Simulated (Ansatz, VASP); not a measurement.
Ag3F: VASP beside Ansatz

```
CELL_PARAMETERS angstrom
0.00000 3.22037 3.22037
3.22037 0.00000 3.22037
3.22037 3.22037 0.00000
ATOMIC_POSITIONS crystal
Ag 0.25000 0.25000 0.25000
Ag 0.75000 0.75000 0.75000
Ag 0.50000 0.50000 0.50000
F 0.00000 0.00000 0.00000
```

Change from the starting cell: species swapped into the SrCa3 type (Fm-3m, No. 225).

Alike in both runs: task relaxation of cell and atoms; functional PBE; k mesh 12 × 12 × 12; occupations gaussian, width 0.1 eV; no spin polarisation.

|  | VASP | Ansatz |
| --- | --- | --- |
| version | VASP 6.6.1 | Ansatz 0.2.0 |
| potentials or method | VASP PAW PBE potentials, release 64 (Ag, F), cutoff 600 eV | scalar-relativistic, plane waves, PAW |
| valence electrons in the cell | 40 | 64 |

VASP gave:

- gap on the k mesh at the Fermi level, each at its own relaxed structure (eV): none
- relaxed volume (Å³/atom): 16.57
- relaxed length of the cell vector where the two differ most in proportion (Å): 4.542

Question: Estimate Ansatz's values.

Answer: gap on the k mesh at the Fermi level, each at its own relaxed structure (eV): none; relaxed volume (Å³/atom): 16.63; relaxed length of the cell vector where the two differ most in proportion (Å): 4.548.

A gap of «none» marks a metal or a gap that the smearing closes. VASP's potentials hold 40 valence electrons a cell and Ansatz's 64, so a difference there can come from the potentials and not from the codes.
